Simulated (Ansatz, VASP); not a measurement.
## Two plane-wave programs on Ta

```xyz
4
Lattice="2.2557 -3.8231 0.0000 2.2557 3.8231 0.0000 0.0000 0.0000 4.5175" Properties=species:S:1:pos:R:3 pbc="T T T"
Ta    2.2557    2.6570    0.3546
Ta    2.2557   -1.1660    1.9041
Ta    2.2557   -2.6570    4.1629
Ta    2.2557    1.1660    2.6134
```

Alike in both runs: task relaxation of cell and atoms; functional PBEsol; k mesh 4 × 4 × 4; occupations gaussian, width 0.1 eV; no spin polarisation.

```csv
,VASP,Ansatz
version,VASP 6.6.1,Ansatz 0.2.0
potentials or method,"VASP PAW PBE potentials, release 64 (Ta_pv), cutoff 600 eV","scalar-relativistic, plane waves, PAW"
valence electrons in the cell,44,52
```

|  | VASP | Ansatz | Ansatz less VASP |
| --- | --- | --- | --- |
| gap on the k mesh at the Fermi level, each at its own relaxed structure (eV) | none | none | - |
| relaxed volume (Å³/atom) | 18.41 | 18.40 | -0.014 |
| relaxed cell length with the largest relative difference (Å) | 5.523 | 5.516 | -0.0074 |

VASP's potentials were made for PBE, not for PBEsol. A gap of «none» marks a metal or a gap that the smearing closes. VASP's potentials hold 44 valence electrons a cell and Ansatz's 52, so a difference there can come from the potentials and not from the codes.

The k mesh is coarse, so the values compare programs but aren't converged. Spin-orbit coupling is off throughout.
